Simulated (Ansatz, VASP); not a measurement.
# Two plane-wave programs on Sc2AlN3

```xyz
6
Lattice="3.8057 0.0000 0.0000 0.0000 3.8057 0.0000 0.0000 0.0000 5.9258" Properties=species:S:1:pos:R:3 pbc="T T T"
Sc    0.0000    1.9029    0.0000
Sc    1.9029    0.0000    0.0000
Al    1.9029    1.9029    2.9629
N     1.9029    1.9029    1.1740
N     1.9029    1.9029    4.7519
N     0.0000    0.0000    2.9629
```

Alike in both runs: task single point; functional PBE; k mesh 4 × 4 × 4; occupations gaussian, width 0.1 eV; collinear spin.

|  | VASP | Ansatz |
| --- | --- | --- |
| version | VASP 6.6.1 | Ansatz 0.2.0 |
| potentials or method | VASP PAW PBE potentials, release 64 (Sc_sv, Al, N), cutoff 520 eV | scalar-relativistic, plane waves, PAW |
| valence electrons in the cell | 40 | 40 |

Ansatz gave:

- gap on the k mesh at the Fermi level (eV): none
- pressure (GPa): 1.4
- traceless stress, the component that is largest in VASP (GPa): 2.97
- rms of the force components (eV/Å): 0.055
- net moment per atom (μB): 0.22
- size of the moment on the site where the two differ most (μB): 1.18

Q: What did VASP give for the same quantities?

A: gap on the k mesh at the Fermi level (eV): none; pressure (GPa): 0.1; traceless stress, the component that is largest in VASP (GPa): -0.14; rms of the force components (eV/Å): 0.024; net moment per atom (μB): 0.00; size of the moment on the site where the two differ most (μB): 0.00.

The net moments are unlike, so the other rows may belong to different states. Site moments also hang on the region over which each program counts them. Atom by atom the forces differ by 0.031 eV/Å (rms over components). A gap of «none» marks a metal or a gap that the smearing closes.

The k mesh is coarse, so the values compare programs but aren't converged.
